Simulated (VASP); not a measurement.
# LiSi16 (a cell with a defect): single point with PBEsol

LiSi16 (a cell with a defect):

```xyz
17
Lattice="0.0000 5.4300 5.4300 5.4300 0.0000 5.4300 5.4300 5.4300 0.0000" Properties=species:S:1:pos:R:3 pbc="T T T"
Si    0.0185   -0.0232   -0.1568
Si    1.4063    1.5624    1.4361
Si    2.6408    2.8335    0.0224
Si    4.1399    3.9922    1.2936
Si    2.6801    0.0824    2.7893
Si    4.1417    1.4087    4.0083
Si    5.5562    2.8434    2.8616
Si    6.6490    4.5573    4.2764
Si    0.0313    2.8515    2.7743
Si    1.5169    4.0144    4.3425
Si    2.8252    5.3590    2.7194
Si    3.8624    7.0105    4.0295
Si    2.6161    2.5415    5.5878
Si    3.9884    4.1789    6.8862
Si    5.0987    5.6854    5.6245
Si    6.6719    6.7280    6.9759
Li    9.5396    6.9943    6.8953
```

```yaml
Program: VASP 6.6.1
Task: single point
Functional: PBEsol
Potentials_or_basis: VASP PAW PBE potentials, release 64 (Si, Li_sv)
Cutoff: 520 eV
k_mesh: 2 × 2 × 2
Occupations: fermi-dirac, width 0.05 eV
Spin: no spin polarisation
Dipole_correction: no
Charge: 1
Further_INCAR_settings: LREAL = Auto; ALGO = Normal; EDIFF = 1e-07; NBANDS = 48; NELECT = 66.0
```

```json
{"Largest force": "2.528 eV/Å"}
```

Forces on the atoms (eV/Å):
```
Si   0.137  0.763  1.846
Si  -0.743 -1.744 -0.538
Si  -1.200  1.601 -0.543
Si   0.883  0.648  0.425
Si  -0.422  0.794 -0.233
Si  -0.505  0.250  0.586
Si  -0.203  1.123  0.088
Si   0.143 -2.104  0.162
Si   0.669  1.116  1.338
Si  -0.272  0.652 -2.427
Si  -1.246 -0.893  0.714
Si   1.080 -0.735  0.056
Si   0.713  0.525 -0.564
Si  -0.536 -1.312  0.075
Si   0.477  0.489 -1.191
Si   0.400 -0.219  0.419
Li   0.624 -0.956 -0.214
```

Levels at points of the mesh, in eV from the Fermi level:
| k point | band 31 | band 32 | band 33 | band 34 | band 35 | band 36 |
| --- | --- | --- | --- | --- | --- | --- |
| (0.00, 0.00, 0.00) | -0.46 | -0.29 | -0.10 | 0.12 | 0.16 | 0.36 |
| (0.50, 0.00, 0.00) | -1.03 | -0.91 | -0.59 | 0.57 | 1.04 | 1.15 |
| (0.00, 0.50, 0.00) | -1.13 | -0.92 | -0.66 | 0.45 | 0.79 | 1.00 |
| (0.00, 0.00, 0.50) | -1.14 | -0.78 | -0.55 | 0.75 | 0.88 | 1.01 |
| (0.50, 0.50, 0.50) | -1.05 | -0.87 | -0.75 | 0.57 | 0.84 | 0.96 |
| (0.50, 0.50, 0.00) | -1.49 | -1.44 | -1.38 | 0.66 | 0.86 | 1.73 |
| (0.00, 0.50, 0.50) | -1.53 | -1.43 | -1.32 | 0.60 | 0.80 | 1.76 |
| (0.50, 0.00, 0.50) | -1.60 | -1.37 | -1.31 | 0.60 | 0.72 | 1.63 |

It took 2.2 min on 1 thread of Intel(R) Xeon(R) Platinum 8559C (Emerald Rapids) (shared host), peak memory 0.46 GiB.

Caveat: the k points lie up to 0.50 Å⁻¹ apart; the cell carries a net charge on a neutralising background, which shifts energy and pressure; the cell is charged against a uniform background, so pressure and absolute levels hang on convention; the PAW data sets were made with another functional, which shifts forces and pressure a little.
